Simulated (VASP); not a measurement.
A run of VASP 6.6.1:

File INCAR:

```
PREC = Accurate
ENCUT = 520
EDIFF = 1E-6
ISMEAR = 0
SIGMA = 0.1
LREAL = F
LASPH = T
NELM = 60
ALGO = Normal
ISIF = 2
LWAVE = F
LCHARG = F
GGA = PE
NBANDS = 30
```

File KPOINTS:

```
regular mesh
0
Gamma
  14 14 6
```

File POSCAR:

```
GaC2
1.0
    2.8436716306      0.0000000000      0.0000000000
    0.0000000000      2.8436716306      0.0000000000
    0.0000000000      0.0000000000      8.2680232552
Ga C
2 4
Direct
    0.0000000000      0.5000000000      0.6450221147
    0.5000000000      0.0000000000      0.3549778853
    0.0000000000      0.0000000000      0.0000000000
    0.5000000000      0.5000000000      0.0000000000
    0.0000000000      0.5000000000      0.3700750414
    0.5000000000      0.0000000000      0.6299249586
```

Potentials or basis: VASP PAW PBE potentials, release 64 (Ga_d, C).

Command:

```sh
$ cat potpaw_PBE.64/Ga_d/POTCAR potpaw_PBE.64/C/POTCAR > POTCAR
$ mpirun -np 1 vasp_std > vasp.out
```

Hardware: 1 thread of Intel(R) Xeon(R) 6975P-C (Granite Rapids), on a shared host.

Q: How long does it take, and how much memory?

A: Wall time 110 s on 1 thread of Intel(R) Xeon(R) 6975P-C (Granite Rapids), with other jobs on the host, peak memory 0.34 GiB. Counts: scf iterations 14, k points 144.
